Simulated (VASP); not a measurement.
Wanted: the native input for a VASP 6.6.1 run.

```yaml
Task: single point
Functional: r2SCAN
Potentials_or_basis: VASP PAW PBE potentials, release 64 (Sn_d)
Cutoff: 520 eV
k_mesh: 12 × 12 × 12
Occupations: gaussian, width 0.1 eV
Spin: no spin polarisation
Dipole_correction: no
Further_INCAR_settings: ALGO = Normal; EDIFF = 1e-06; NBANDS = 21
```

Crystal: Sn.

```
Sn
1.0
     0.00000    3.16446    3.24560
     3.32674    0.00000    3.24560
     3.32674    3.16446    0.00000
Sn
2
Direct
  0.50000 0.50000 0.50000
  0.75000 0.75000 0.75000
```

This cell differs from its parent crystal: strain +0.0250 x Voigt [1, -1, 0, 0, 0, 0].

One way to write it, as run:

POSCAR

```
Sn
1.0
    0.0000000000      3.1644600000      3.2456000000
    3.3267400000      0.0000000000      3.2456000000
    3.3267400000      3.1644600000      0.0000000000
Sn
2
Direct
    0.5000000000      0.5000000000      0.5000000000
    0.7500000000      0.7500000000      0.7500000000
```

INCAR.step1

```
SYSTEM = Sn
PREC = Accurate
ENCUT = 520
ISMEAR = 0
SIGMA = 0.1
LREAL = .False.
LASPH = .True.
NELM = 80
NBANDS = 21
GGA = PE
ALGO = Normal
EDIFF = 1E-4
LWAVE = .True.
LCHARG = .False.
```

INCAR.step2

```
SYSTEM = Sn
PREC = Accurate
ENCUT = 520
EDIFF = 1E-6
ISMEAR = 0
SIGMA = 0.1
LREAL = .False.
LASPH = .True.
NELM = 80
ALGO = Normal
ISIF = 2
LWAVE = .False.
LCHARG = .True.
METAGGA = R2SCAN
LMIXTAU = .True.
LELF = .True.
LVHAR = .True.
NBANDS = 21
ISTART = 1
```

KPOINTS

```
regular mesh
0
Gamma
  12 12 12
  0 0 0
```

Potentials or basis: VASP PAW PBE potentials, release 64 (Sn_d).

Run with:

```bash
$ cat potpaw_PBE.64/Sn_d/POTCAR > POTCAR
$ cp INCAR.step1 INCAR
$ mpirun -np 1 vasp_std > vasp.out
$ cp INCAR.step2 INCAR
$ mpirun -np 1 vasp_std > vasp.out
```

Results of the run:

```json
{
 "Pressure": "1.6 GPa",
 "Band gap on the k mesh": "0.10 eV, indirect (least direct gap 0.17 eV)"
}
```

Caveat: the cell differs from its parent crystal (strain +0.0250 x Voigt [1, -1, 0, 0, 0, 0]); the PAW data sets were made with another functional, which shifts forces and pressure a little; spin-orbit coupling is left out, which moves the levels of the heavy elements.

It took 7.2 min on 1 thread of Intel(R) Xeon(R) 6975P-C (Granite Rapids) (shared host), peak memory 0.45 GiB.
